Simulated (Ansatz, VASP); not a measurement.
One calculation of InSe, two programs

```
In Se
1.0
     2.01456    1.16311    8.37359
    -2.01456    1.16311    8.37359
     0.00000   -2.32622    8.37359
In Se
2 2
Cartesian
  0.0000 0.0000 0.0008
  0.0000 0.0000 2.7969
  0.0000 0.0000 15.4568
  0.0000 0.0000 20.8334
```

Alike in both runs: functional PBE; dispersion D3(BJ); k mesh 6 × 6 × 6; occupations gaussian, width 0.05 eV; no spin polarisation.

Ansatz relaxed the structure, and its values are those at the end. VASP's run is a single point on that final structure, the one shown.

|  | VASP | Ansatz |
| --- | --- | --- |
| version | VASP 6.6.1 | Ansatz 0.2.0 |
| potentials or method | VASP PAW PBE potentials, release 64 (In_d, Se), cutoff 520 eV | scalar-relativistic, plane waves, PAW |
| valence electrons in the cell | 38 | 58 |

|  | VASP | Ansatz | Ansatz less VASP |
| --- | --- | --- | --- |
| gap on the k mesh at the Fermi level (eV) | 0.35 | 0.37 | +0.013 |
| least direct gap on the mesh (eV) | 0.35 | 0.37 | +0.013 |
| pressure (GPa) | 0.0 | 0.0 | -0.04 |
| rms of the force components (eV/Å) | 0.007 | 0.002 | -0.0046 |

VASP's potentials hold 38 valence electrons a cell and Ansatz's 58, so a difference there can come from the potentials and not from the codes.
